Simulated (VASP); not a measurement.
Runs of VASP 6.6.1 on NbAs. The structure is that of space group F-43m (No. 216), or close to it. The cells are those of the table. 

```tsv
spin	fixed moment (μB)	cell	cutoff (eV)	gap on the mesh (eV)	pressure (GPa)	moment (μB)
off	-	a = 4.138 Å, angles 60.0°, 2 atoms	520	none	-3.1	-
collinear	2.0	a = 4.138 Å, angles 60.0°, 2 atoms	520	-	2.7	2.00
off	-	a = 4.192 Å, angles 60.0°, 2 atoms	550	none	(b)	-
collinear	-	a = 4.192 Å, angles 60.0°, 2 atoms	520	none	(a)	1.76
off	-	a = 4.025 Å, angles 60.0°, 2 atoms	520	none	5.5	-
```

Alike in all rows: task single point; level r2SCAN; potentials or basis VASP PAW PBE potentials, release 64 (Nb_sv, As); k mesh 12 × 12 × 12; smearing gaussian 0.1 eV.

Task: Fill in the values left out.

Result: (a) -1.9; (b) -6.3.

Caveats: the PAW data sets were made with another functional, which shifts forces and pressure a little; the cell stands under tension (at least some runs); the total moment is fixed, so each spin has its own Fermi level (at least some runs); the cell stands under pressure (at least some runs).

A k mesh can miss the band edges, and the runs leave out spin-orbit coupling on As, Nb.

A gap of «none» marks levels without a gap at the run's occupations.
